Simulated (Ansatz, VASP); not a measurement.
# Two plane-wave programs on ZnGe2N3

File INCAR:

```
SYSTEM = ZnGe2N3
PREC     = Accurate       ! precision mode
ENCUT    = 520            ! plane-wave cutoff, eV
EDIFF    = 1E-6           ! SCF threshold, eV
ISMEAR   = 0              ! smearing method
SIGMA    = 0.1            ! smearing width, eV
LREAL    = .FALSE.        ! projectors in reciprocal space
LASPH    = .TRUE.         ! aspherical terms in the spheres
NELM     = 80             ! most SCF steps
ALGO     = Normal         ! electronic algorithm
ISIF     = 2              ! what is computed and relaxed
LWAVE    = .FALSE.        ! write WAVECAR
LCHARG   = .FALSE.        ! write CHGCAR
GGA      = PE             ! functional
NBANDS   = 36             ! bands
```

Contents of KPOINTS:

```
regular mesh
0
G
  12 12 6
  0 0 0
```

File POSCAR:

```
ZnGe2N3
1.0
    3.4992777124      0.0000000000      0.0000000000
   -1.7496388562      3.0304633938      0.0000000000
    0.0000000000      0.0000000000      7.2595088406
Zn Ge N
1 2 3
Direct
    0.0000000000      0.0000000000      0.5000000000
    0.6666666667      0.3333333333      0.8093502720
    0.6666666667      0.3333333333      0.1906497280
    0.0000000000      0.0000000000      0.0000000000
    0.3333333333      0.6666666667      0.5000000000
    0.3333333333      0.6666666667      0.0000000000
```

Input for Ansatz:

```yaml
crystal:
  lattice:
    - [3.4992777124, 0.0, 0.0]
    - [-1.7496388562, 3.0304633938, 0.0]
    - [0.0, 0.0, 7.2595088406]
  atoms:
    - { symbol: Zn, position: [0.0, 0.0, 0.5] }
    - { symbol: Ge, position: [0.6666666667, 0.3333333333, 0.809350272] }
    - { symbol: Ge, position: [0.6666666667, 0.3333333333, 0.190649728] }
    - { symbol: "N", position: [0.0, 0.0, 0.0] }
    - { symbol: "N", position: [0.3333333333, 0.6666666667, 0.5] }
    - { symbol: "N", position: [0.3333333333, 0.6666666667, 0.0] }
basis:
  ecutwfc: 420
kpoints:
  mp_grid: { grid: [12, 12, 6] }
  band_path:
    path:
      - [[0.0, 0.0, 0.0], [0.5, 0.0, 0.0], [0.33333333, 0.33333333, 0.0], [0.0, 0.0, 0.0], [0.0, 0.0, 0.5], [0.5, 0.0, 0.5], [0.33333333, 0.33333333, 0.5], [0.0, 0.0, 0.5]]
      - [[0.5, 0.0, 0.5], [0.5, 0.0, 0.0]]
      - [[0.33333333, 0.33333333, 0.5], [0.33333333, 0.33333333, 0.0]]
    npoints: 14
hamiltonian:
  xc: pbe
scf:
  occupations: { method: gaussian, width: 0.1 }
  n_extra_bands: 15
output:
  forces: true
  stress: true
  eigenvalues: true
  populations: true
  dos: { projected: true, de: 0.02, nscf_kmesh: { grid: [15, 15, 8] } }
  bader: true
```

Alike in both runs: task single point; functional PBE; k mesh 12 × 12 × 6; occupations gaussian, width 0.1 eV; no spin polarisation.

|  | VASP | Ansatz |
| --- | --- | --- |
| version | VASP 6.6.1 | Ansatz 0.2.0 |
| potentials or method | VASP PAW PBE potentials, release 64 (Zn, Ge_d, N), cutoff 520 eV | scalar-relativistic, plane waves, PAW |
| valence electrons in the cell | 55 | 55 |

```csv
,VASP,Ansatz,Ansatz less VASP
gap on the k mesh at the Fermi level (eV),none,none,-
pressure (GPa),0.3,0.0,-0.29
"traceless stress, the component that is largest in VASP (GPa)",-0.16,0.01,+0.163
rms of the force components (eV/Å),0.006,0.000,-0.0058
```

Atom by atom the forces differ by 0.006 eV/Å (rms over components). A gap of «none» marks a metal or a gap that the smearing closes. With one functional, cell and mesh, what is left measures potentials, basis and numerics.
